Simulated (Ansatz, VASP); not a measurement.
# Ba: VASP beside Ansatz

```
CELL_PARAMETERS angstrom
-2.40115 2.40115 2.40115
2.40115 -2.40115 2.40115
2.40115 2.40115 -2.40115
ATOMIC_POSITIONS crystal
Ba 0.00000 0.00000 0.00000
```

Alike in both runs: task single point; functional LDA; k mesh 12 × 12 × 12; occupations gaussian, width 0.1 eV; no spin polarisation.

```csv
,VASP,Ansatz
version,VASP 6.6.1,Ansatz 0.2.0
potentials or method,"VASP PAW LDA potentials, release 64 (Ba_sv)","scalar-relativistic, plane waves, PAW"
plane-wave cutoff (eV),500,420
valence electrons in the cell,10,10
```

```csv
,VASP,Ansatz,Ansatz less VASP
gap on the k mesh at the Fermi level (eV),none,none,-
pressure (GPa),-0.2,-0.3,-0.08
```

LDA's correlation is that of Perdew and Zunger in VASP and of Perdew and Wang (1992) in Ansatz. A gap of «none» marks a metal or a gap that the smearing closes.

Neither program's run includes spin-orbit coupling.
